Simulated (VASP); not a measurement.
# Ca: single point with LDA

Crystal: Ca.

```
CELL_PARAMETERS angstrom
3.59332 0.00000 0.00000
0.00000 3.48866 0.00000
0.00000 0.00000 3.48866
ATOMIC_POSITIONS crystal
Ca 0.00000 0.00000 0.00000
```

This cell differs from its parent crystal: strain +0.0300 x Voigt [1, 0, 0, 0, 0, 0].

| Property | Result |
| --- | --- |
| Program | VASP 6.6.1 |
| Task | single point |
| Functional | LDA |
| Potentials or basis | VASP PAW LDA potentials, release 64 (Ca_sv) |
| Cutoff | 520 eV |
| k mesh | 14 × 14 × 14 |
| Occupations | gaussian, width 0.15 eV |
| Spin | no spin polarisation |
| Dipole correction | no |
| Further INCAR settings | ALGO = Normal; EDIFF = 1e-07; NBANDS = 11 |

| Quantity | Value |
| --- | --- |
| Pressure | -1.4 GPa |
| Band gap on the k mesh | zero (band 5 reaches 2.12 eV, above the bottom of band 6 at 1.03 eV) |

Stress tensor (GPa, compression positive):
```
-2.24  0.00  0.00
 0.00 -1.02  0.00
 0.00  0.00 -1.02
```

Levels at points of the mesh, in eV from the Fermi level:
```tsv
k point	band 2	band 3	band 4	band 5	band 6	band 7	band 8	band 9
(0.00, 0.00, 0.00)	-22.94	-22.92	-22.92	-3.81	0.72	0.72	3.93	3.93
(0.50, 0.00, 0.00)	-23.12	-22.91	-22.91	-1.39	-0.51	1.13	2.86	2.86
(0.00, 0.50, 0.00)	-23.15	-22.92	-22.90	-1.18	-0.38	1.23	2.60	2.79
(0.50, 0.50, 0.00)	-23.13	-23.09	-22.89	-0.34	0.71	2.24	2.32	3.03
(0.00, 0.50, 0.50)	-23.12	-23.12	-22.90	-0.38	0.92	2.47	2.47	2.92
(0.50, 0.50, 0.50)	-23.10	-23.10	-23.06	0.52	0.70	0.70	4.64	4.77
```

It took 78 s on 1 thread of Intel(R) Xeon(R) Platinum 8488C (Sapphire Rapids), on a shared host, peak memory 0.24 GiB.

Caveat: the cell differs from its parent crystal (strain +0.0300 x Voigt [1, 0, 0, 0, 0, 0]).
